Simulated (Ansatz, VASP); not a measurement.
Y: VASP beside Ansatz

INCAR

```
PREC = Accurate
ENCUT = 520
EDIFF = 1E-6
ISMEAR = -1
SIGMA = 0.1
LREAL = F
LASPH = T
NELM = 80
ALGO = Normal
ISIF = 2
LWAVE = F
LCHARG = T
GGA = PS
LELF = T
LVHAR = T
NBANDS = 12
```

KPOINTS

```
regular mesh
0
Gamma
  13 13 13
```

Contents of POSCAR:

```
Y
1.0
    0.0000000000      2.1021457800      2.1021457800
    2.1021457800      0.0000000000      2.1021457800
    2.1021457800      2.1021457800      0.0000000000
Y
1
Direct
    0.0000000000      0.0000000000      0.0000000000
```

Input for Ansatz:

```yaml
crystal:
  lattice:
    - [0.0, 2.10214578, 2.10214578]
    - [2.10214578, 0.0, 2.10214578]
    - [2.10214578, 2.10214578, 0.0]
  atoms:
    - { symbol: "Y", position: [0.0, 0.0, 0.0] }
kpoints:
  mp_grid: { grid: [13, 13, 13] }
scf:
  occupations: { method: fermi_dirac, width: 0.1 }
hamiltonian:
  xc: pbesol
  pseudopotentials: { kind: all_electron, lapw: { basis_error: 0.001 } }
output:
  forces: true
  stress: true
  eigenvalues: true
  populations: true
```

Change from the starting cell: volume scaled by 0.6, LAPW.

Alike in both runs: task single point; functional PBEsol; k mesh 13 × 13 × 13; occupations fermi-dirac, width 0.1 eV; no spin polarisation.

|  | VASP | Ansatz |
| --- | --- | --- |
| version | VASP 6.6.1 | Ansatz 0.2.0 |
| potentials or method | VASP PAW PBE potentials, release 64 (Y_sv), cutoff 520 eV | all-electron LAPW, scalar-relativistic |

Ansatz gave:

* pressure (GPa): 44.8

Q: Estimate VASP's values.

A: Pressure (GPa): 44.5.

VASP's potentials were made for PBE, not for PBEsol. Both programs put the cell under a high pressure, so it lies far from rest at this level. Ansatz ran all-electron here, and VASP with PAW potentials.
